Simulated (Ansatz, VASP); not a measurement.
**One calculation of Ag, two programs**

Contents of INCAR:

```
SYSTEM = Ag
PREC = Accurate
ENCUT = 520
EDIFF = 1E-6
ISMEAR = 0
SIGMA = 0.1
LREAL = .FALSE.
LASPH = .TRUE.
NELM = 80
ALGO = Normal
ISIF = 2
LWAVE = .FALSE.
LCHARG = .FALSE.
LDIPOL = .TRUE.
IDIPOL = 3
DIPOL = 0.5 0.5 0.500
GGA = PE
NBANDS = 36
```

Contents of KPOINTS:

```
Automatic mesh
0
G
  12 12 1
  0 0 0
```

Contents of POSCAR:

```
Ag
1.0
    2.9355691563      0.0000000000      0.0000000000
   -1.4677845782      2.5422774640      0.0000000000
    0.0000000000      0.0000000000     24.5762430178
Ag
5
Direct
    0.0000000000      0.0000000000      0.3051727636
    0.6666666667      0.3333333333      0.4025400765
    0.3333333333      0.6666666667      0.4999073894
    0.6666666667      0.3333333333      0.5974599235
    0.3333333333      0.6666666667      0.6948272364
```

Input for Ansatz:

```yaml
crystal:
  lattice:
    - [2.9355691563, 0.0, 0.0]
    - [-1.4677845782, 2.542277464, 0.0]
    - [0.0, 0.0, 24.5762430178]
  atoms:
    - { symbol: Ag, position: [0.0, 0.0, 0.3051727636] }
    - { symbol: Ag, position: [0.6666666667, 0.3333333333, 0.4025400765] }
    - { symbol: Ag, position: [0.3333333333, 0.6666666667, 0.4999073894] }
    - { symbol: Ag, position: [0.6666666667, 0.3333333333, 0.5974599235] }
    - { symbol: Ag, position: [0.3333333333, 0.6666666667, 0.6948272364] }
basis:
  ecutwfc: 420
kpoints:
  mp_grid: { grid: [12, 12, 1] }
hamiltonian:
  xc: pbe
scf:
  occupations: { method: gaussian, width: 0.1 }
output:
  forces: true
  stress: true
  eigenvalues: true
efield:
  axis: 3
  dipole_correction: true
  ramp_width: 0.04
```

Alike in both runs: task single point; functional PBE; k mesh 12 × 12 × 1; occupations gaussian, width 0.1 eV; no spin polarisation.

|  | VASP | Ansatz |
| --- | --- | --- |
| version | VASP 6.6.1 | Ansatz 0.2.0 |
| potentials or method | VASP PAW PBE potentials, release 64 (Ag), cutoff 520 eV | scalar-relativistic, plane waves, PAW |
| valence electrons in the cell | 55 | 95 |

|  | VASP | Ansatz | Ansatz less VASP |
| --- | --- | --- | --- |
| gap on the k mesh at the Fermi level (eV) | none | none | - |
| rms of the force components (eV/Å) | 0.030 | 0.030 | +0.0004 |

Atom by atom the forces differ by 0.001 eV/Å (rms over components). A gap of «none» marks a metal or a gap that the smearing closes. VASP's potentials hold 55 valence electrons a cell and Ansatz's 95, so a difference there can come from the potentials and not from the codes.
